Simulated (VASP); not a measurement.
# InGa2N3 (I4/mmm) in VASP: single point with PBE

Aim: the single point of InGa2N3 with PBE.

All numbers are computed with VASP 6.6.1; they aren't measurements. Logs are shortened: lines on timing, memory, paths and dates and some standing lists are left out, and cuts for length are marked.

### Step 1. The cell of the first run

Symmetry: I4/mmm, No. 139, tetragonal system. The conventional cell has a = 6.071 Å, b = 6.071 Å, c = 6.855 Å, α = 90.00°, β = 90.00°, γ = 90.00°. In (site symmetry 4/mmm) has 6 N at 3.04 to 3.43 Å and 8 Ga at 3.49 Å within 4.0 Å. Ga (site symmetry -4m2) has 2 N at 1.71 Å within 2.3 Å. N (site symmetry 4/mmm) has 4 N at 3.04 Å and 2 In at 3.43 Å and 8 Ga at 3.49 Å within 4.0 Å. Within 2.3 Å of N (site symmetry mmm) lie 2 Ga at 1.71 Å.

### Step 2. Single point, PBE, collinear spin, ferromagnetic start

INCAR

```
SYSTEM = InGa2N3
ALGO = Normal
EDIFF = 1E-6
ENCUT = 520
GGA = PE
ISIF = 2
ISMEAR = 0
ISPIN = 2
LASPH = .True.
LCHARG = .True.
LELF = .True.
LORBIT = 11
LREAL = .False.
LVHAR = .True.
LWAVE = .False.
MAGMOM = 0 0 0 1 1 1
NBANDS = 40
NELM = 150
PREC = Accurate
SIGMA = 0.1
```

KPOINTS

```
k-points
0
Gamma
  6 6 6
  0 0 0
```

POSCAR

```
InGa2N3
1.0
   -3.0356461585      3.0356461585      3.4275739345
    3.0356461585     -3.0356461585      3.4275739345
    3.0356461585      3.0356461585     -3.4275739345
In Ga N
1 2 3
Direct
    0.5000000000      0.5000000000      0.0000000000
    0.7500000000      0.2500000000      0.5000000000
    0.2500000000      0.7500000000      0.5000000000
    0.0000000000      0.0000000000      0.0000000000
    0.5000000000      0.0000000000      0.5000000000
    0.0000000000      0.5000000000      0.5000000000
```

Potentials or basis: VASP PAW PBE potentials, release 64 (In_d, Ga_d, N).

The run is started by

```sh
$ cat potpaw_PBE.64/In_d/POTCAR potpaw_PBE.64/Ga_d/POTCAR potpaw_PBE.64/N/POTCAR > POTCAR
$ mpirun -np 1 vasp_std > vasp.out
```

OUTCAR:

```text
SYSTEM = InGa2N3
   EDIFF = 1E-6
   ENCUT = 520
   GGA = PE
   ISIF = 2
   ISMEAR = 0
   ISPIN = 2
   LASPH = .True.
   LORBIT = 11
   LREAL = .False.
   NELM = 150
   PREC = Accurate

 ion  position               nearest neighbor table
   1  0.500  0.500  0.000-
   2  0.750  0.250  0.500-   5 1.71   6 1.71
   3  0.250  0.750  0.500-   5 1.71   6 1.71
   4  0.000  0.000  0.000-
   5  0.500  0.000  0.500-   2 1.71   3 1.71
   6  0.000  0.500  0.500-   2 1.71   3 1.71

  LATTYP: Found a body centered tetragonal cell.
 ALAT       =     6.0712923170
 C/A-ratio  =     1.1291085178

  Lattice vectors:

 A1 = (  -3.0356461585,   3.0356461585,   3.4275739345)
 A2 = (   3.0356461585,  -3.0356461585,   3.4275739345)
 A3 = (   3.0356461585,   3.0356461585,  -3.4275739345)

Analysis of symmetry for initial positions (statically):
=====================================================================
 Subroutine PRICEL returns:
 Original cell was already a primitive cell.

 Routine SETGRP: Setting up the symmetry group for a
 body centered tetragonal supercell.

 Subroutine GETGRP returns: Found 16 space group operations
 (whereof 16 operations were pure point group operations)
 out of a pool of 16 trial point group operations.

The static configuration has the point symmetry D_4h.

Analysis of symmetry for dynamics (positions and initial velocities):
=====================================================================
 Subroutine PRICEL returns:
 Original cell was already a primitive cell.

 Routine SETGRP: Setting up the symmetry group for a
 body centered tetragonal supercell.

 Subroutine GETGRP returns: Found 16 space group operations
 (whereof 16 operations were pure point group operations)
 out of a pool of 16 trial point group operations.

The dynamic configuration has the point symmetry D_4h.

Analysis of structural, dynamic, and magnetic symmetry:
=====================================================================
 Subroutine PRICEL returns:
 Original cell was already a primitive cell.

 Routine SETGRP: Setting up the symmetry group for a
 body centered tetragonal supercell.

 Subroutine GETGRP returns: Found 16 space group operations
 (whereof 16 operations were pure point group operations)
 out of a pool of 16 trial point group operations.

The overall configuration has the point symmetry D_4h.

 Subroutine INISYM returns: Found 16 space group operations
 (whereof 16 operations are pure point group operations),
 and found     1 'primitive' translations

----------------------------------------------------------------------------------------

                                     Primitive cell

  volume of cell :     126.3424

  direct lattice vectors                    reciprocal lattice vectors
    -3.035646159  3.035646159  3.427573934     0.000000000  0.164709579  0.145875774
     3.035646159 -3.035646159  3.427573934     0.164709579  0.000000000  0.145875774
     3.035646159  3.035646159 -3.427573934     0.164709579  0.164709579  0.000000000

  length of vectors
     5.493501459  5.493501459  5.493501459     0.220020423  0.220020423  0.232934520

  position of ions in fractional coordinates (direct lattice)
     0.500000000  0.500000000  0.000000000
     0.750000000  0.250000000  0.500000000
     0.250000000  0.750000000  0.500000000
     0.000000000  0.000000000  0.000000000
     0.500000000  0.000000000  0.500000000
     0.000000000  0.500000000  0.500000000

  ion indices of the primitive-cell ions
   primitive index   ion index
                 1           1
                 2           2
                 3           3
                 4           4
                 5           5
                 6           6

----------------------------------------------------------------------------------------

 KPOINTS: k-points

Automatic generation of k-mesh.
 Grid dimensions read from file:
 generate k-points for:    6    6    6

 Generating k-lattice:

  Cartesian coordinates                     Fractional coordinates (reciprocal lattice)
     0.000000000  0.027451596  0.024312629     0.166666667  0.000000000  0.000000000
     0.027451596  0.000000000  0.024312629     0.000000000  0.166666667  0.000000000
     0.027451596  0.027451596  0.000000000     0.000000000  0.000000000  0.166666667

  Length of vectors
     0.036670071  0.036670071  0.038822420

  Shift w.r.t. Gamma in fractional coordinates (k-lattice)
     0.000000000  0.000000000  0.000000000

 Subroutine IBZKPT returns following result:
 ===========================================

 Found     30 irreducible k-points:

 Following reciprocal coordinates:
            Coordinates               Weight
  0.000000  0.000000  0.000000      1.000000
  0.166667 -0.000000  0.000000      8.000000
  0.333333  0.000000  0.000000      8.000000
  0.500000  0.000000  0.000000      4.000000
  0.166667  0.166667  0.000000      8.000000
  0.333333  0.166667 -0.000000     16.000000
[... 16 lines left out ...]
 -0.333333 -0.333333  0.166667      8.000000
 -0.166667 -0.333333  0.166667      8.000000
 [... further k-points ...]
   k-points           NKPTS =     30   k-points in BZ     NKDIM =     30   number of bands    NBANDS=     40
   number of dos      NEDOS =    301   number of ions     NIONS =      6
   total plane-waves  NPLWV =  74088
   dimension x,y,z NGX =    42 NGY =   42 NGZ =   42
   dimension x,y,z NGXF=    84 NGYF=   84 NGZF=   84
   ions per type =               1   2   3
   NGX,Y,Z   is equivalent  to a cutoff of  12.71, 12.71, 12.71 a.u.
   NGXF,Y,Z  is equivalent  to a cutoff of  25.42, 25.42, 25.42 a.u.
 SYSTEM =  InGa2N3
   PREC   = accura    normal or accurate (medium, high low for compatibility)
   ISTART =      0    job   : 0-new  1-cont  2-samecut
   ICHARG =      2    charge: 1-file 2-atom 10-const
   ISPIN  =      2    spin polarized calculation?
   LNONCOLLINEAR =      F non collinear calculations
   LSORBIT =      F    spin-orbit coupling
   LASPH  =      T    aspherical Exc in radial PAW
   ENCUT  =  520.0 eV  38.22 Ry    6.18 a.u.  10.21 10.21 10.21*2*pi/ulx,y,z
   NELM   =    150;   NELMIN=  2; NELMDL= -5     # of ELM steps
   EDIFF  = 0.1E-05   stopping-criterion for ELM
   LREAL  =      F    real-space projection
   EDIFFG = 0.1E-04   stopping-criterion for IOM
   NSW    =      0    number of steps for IOM
   IBRION =     -1    ionic relax: 0-MD 1-quasi-New 2-CG
   NFREE  =      0    steps in history (QN), initial steepest desc. (CG)
   ISIF   =      2    stress and relaxation
   ISYM   =      2    0-nonsym 1-usesym 2-fastsym
   POTIM  = 0.5000    time-step for ionic-motion
   TEBEG  =    0.0;   TEEND  =   0.0 temperature during run
   PSTRESS=    0.0 pullay stress
   NELECT =      54.0000    total number of electrons
   NUPDOWN=      -1.0000    fix difference up-down
   EMIN   =  10.00;   EMAX   =-10.00  energy-range for DOS
   EFERMI =   0.00;   METHOD = LEGACY
   ISMEAR =     0;   SIGMA  =   0.10  broadening in eV -4-tet -1-fermi 0-gaus
   EFERMI_NEDOS =   21; number of points for ismear=-14 and -15
   IALGO  =     38    algorithm
   IMIX   =      4    mixing-type and parameters
     AMIX     =   0.40;   BMIX     =  1.00
     AMIX_MAG =   1.60;   BMIX_MAG =  1.00
  volume/ion in A,a.u.               =      21.06       142.10
  Fermi-wavevector in a.u.,A,eV,Ry     =   1.233170  2.330354 20.690501  1.520709
  Thomas-Fermi vector in A             =   2.367911
   LORBIT       =     11    0 simple, 1 ext, 2 COOP (PROOUT), +10 PAW based schemes
   GGA     = PE    functional components
   LHFCALC =     F    Hartree Fock is set to
   AEXX    =    0.0000 exact exchange contribution
   IVDW    =     0    specifies the selected vdW correction
   LEPSILON=     F    determine dielectric tensor
   LRPA    =     F    only Hartree local field effects (RPA)
 spin polarized calculation
 Gauss-broadening in eV      SIGMA  =   0.10
  energy-cutoff  :      520.00
  volume of cell :      126.34
 maximum number of plane-waves:      3425
 NGX is ok and might be reduce to    42
   NGX = 21   NGY = 21   NGZ = 21

 number of electron      54.0000018 magnetization       2.0164458

 Free energy of the ion-electron system (eV)
  ---------------------------------------------------
  ext. energy  EPLUGINS =         0.00000000
  ---------------------------------------------------
  free energy    TOTEN  =       -24.94342760 eV

  energy without entropy =      -24.94162471  energy(sigma->0) =      -24.94252615

 E-fermi :   2.7218     XC(G=0):  -8.8729

 val. band max:        2.6844790417   @ k =  -0.3333  -0.3333   0.3333
 cond. band min:       2.7815809570   @ k =  -0.1667  -0.1667   0.1667
 fundamental gap:      0.0971019152
 Fermi energy:         2.7217876349

 spin component 1

 k-point     1 :       0.0000    0.0000    0.0000
  band No.  band energies     occupation
      1     -15.1332      1.00000
      2     -13.6144      1.00000
      3     -13.0419      1.00000
      4     -13.0358      1.00000
      5     -13.0348      1.00000
      6     -13.0257      1.00000
[... 31 lines left out ...]
     38      10.0174      0.00000
     39      11.7407      0.00000

 k-point     2 :       0.1667   -0.0000    0.0000
  band No.  band energies     occupation
      1     -15.0661      1.00000
      2     -13.8029      1.00000
      3     -13.0406      1.00000
      4     -13.0353      1.00000
      5     -13.0351      1.00000
      6     -13.0267      1.00000
[... 913 lines left out ...]
     38      10.1037      0.00000
     39      10.8540      0.00000

 k-point    24 :      -0.1667   -0.3333    0.1667
  band No.  band energies     occupation
      1     -14.5754      1.00000
      2     -14.5597      1.00000
      3     -13.0386      1.00000
      4     -13.0379      1.00000
      5     -13.0327      1.00000
      6     -13.0280      1.00000
[... 31 lines left out ...]
     38       9.0778      0.00000
     39      11.3977      0.00000

 [... further k-points ...]

 spin component 2

 k-point     1 :       0.0000    0.0000    0.0000
  band No.  band energies     occupation
      1     -15.0979      1.00000
      2     -13.6212      1.00000
      3     -13.0582      1.00000
      4     -13.0521      1.00000
      5     -13.0513      1.00000
      6     -13.0414      1.00000
[... 31 lines left out ...]
     38      10.0931      0.00000
     39      12.1432      0.00000

 k-point     2 :       0.1667   -0.0000    0.0000
  band No.  band energies     occupation
      1     -15.0319      1.00000
      2     -13.7992      1.00000
      3     -13.0569      1.00000
      4     -13.0517      1.00000
      5     -13.0515      1.00000
      6     -13.0425      1.00000
[... 913 lines left out ...]
     38      10.0113      0.00000
     39      11.2889      0.00000

 k-point    24 :      -0.1667   -0.3333    0.1667
  band No.  band energies     occupation
      1     -14.5477      1.00000
      2     -14.5351      1.00000
      3     -13.0548      1.00000
      4     -13.0538      1.00000
      5     -13.0491      1.00000
      6     -13.0437      1.00000
[... 31 lines left out ...]
     38       8.9771      0.00000
     39      11.8236      0.00000

 [... further k-points ...]

 [bands above 39 left out]

------------------------ aborting loop because EDIFF is reached ----------------------------------------

  FORCE on cell =-STRESS in cart. coord.  units (eV):
  Direction    XX          YY          ZZ          XY          YZ          ZX
  --------------------------------------------------------------------------------------
  -------------------------------------------------------------------------------------
  Total        0.0906071      0.0906071     -0.5803245      0.0000000     -0.0000000      0.0000000
  in kB        1.1490099      1.1490099     -7.3592295      0.0000000     -0.0000000      0.0000000
  external PRESSURE =      -1.6870699 kB  Pullay stress =       0.0000000 kB

 VOLUME and BASIS-vectors are now :
 -----------------------------------------------------------------------------
  energy-cutoff  :      520.00
  volume of cell :      126.34
      direct lattice vectors                 reciprocal lattice vectors
    -3.035646159  3.035646159  3.427573934     0.000000000  0.164709579  0.145875774
     3.035646159 -3.035646159  3.427573934     0.164709579  0.000000000  0.145875774
     3.035646159  3.035646159 -3.427573934     0.164709579  0.164709579  0.000000000

 POSITION                                       TOTAL-FORCE (eV/Angst)
 -----------------------------------------------------------------------------------
      0.00000      0.00000      3.42757         0.000000     -0.000000     -0.000000
      0.00000      3.03565      1.71379         0.000000     -0.000000     -0.000000
      3.03565      0.00000      1.71379        -0.000000      0.000000      0.000000
      0.00000      0.00000      0.00000         0.000000     -0.000000     -0.000000
      0.00000      3.03565      0.00000         0.000000     -0.000000     -0.000000
      3.03565      0.00000      0.00000         0.000000     -0.000000     -0.000000
 -----------------------------------------------------------------------------------
    total drift:                               -0.000000      0.000000      0.000000

  FREE ENERGIE OF THE ION-ELECTRON SYSTEM (eV)
  ---------------------------------------------------
  free  energy   TOTEN  =       -24.9434276012 eV

  energy  without entropy=      -24.9416247068  energy(sigma->0) =      -24.94252615

 total charge

# of ion       s       p       d       tot
------------------------------------------
    1        1.122   0.241   9.846  11.209
    2        0.868   0.899  10.133  11.900
    3        0.868   0.899  10.133  11.900
    4        1.354   1.961   0.000   3.314
    5        1.242   2.478   0.000   3.720
    6        1.242   2.478   0.000   3.720
--------------------------------------------------
tot          6.695   8.956  30.113  45.764

 magnetization (x)

# of ion       s       p       d       tot
------------------------------------------
    1        0.021  -0.050   0.000  -0.029
    2       -0.013  -0.020  -0.005  -0.038
    3       -0.013  -0.020  -0.005  -0.038
    4        0.032   1.438   0.000   1.469
    5       -0.003   0.057   0.000   0.054
    6       -0.003   0.057   0.000   0.054
--------------------------------------------------
tot          0.020   1.462  -0.010   1.472
```

Wall time 15 min (1 thread of AMD EPYC 7R13, shared host); peak memory 0.43 GiB.

Results:

| Property | Result |
| --- | --- |
| Free energy | -24.9434 eV |
| Pressure | -0.2 GPa |
| Band gap on the k mesh | zero (filled and empty bands overlap) |
| Net moment | 2.02 μB per cell |
| Site moments | In -0.03; Ga -0.04; N +1.47, +0.05 μB |
| Valence electrons inside the program's atomic spheres | In 11.21; Ga 11.90; N 3.31, 3.72 |

Stress tensor (GPa, compression positive):
```
 0.11  0.00  0.00
 0.00  0.11  0.00
 0.00  0.00 -0.74
```

Caveat: spin-orbit coupling is left out, which moves the levels of the heavy elements.
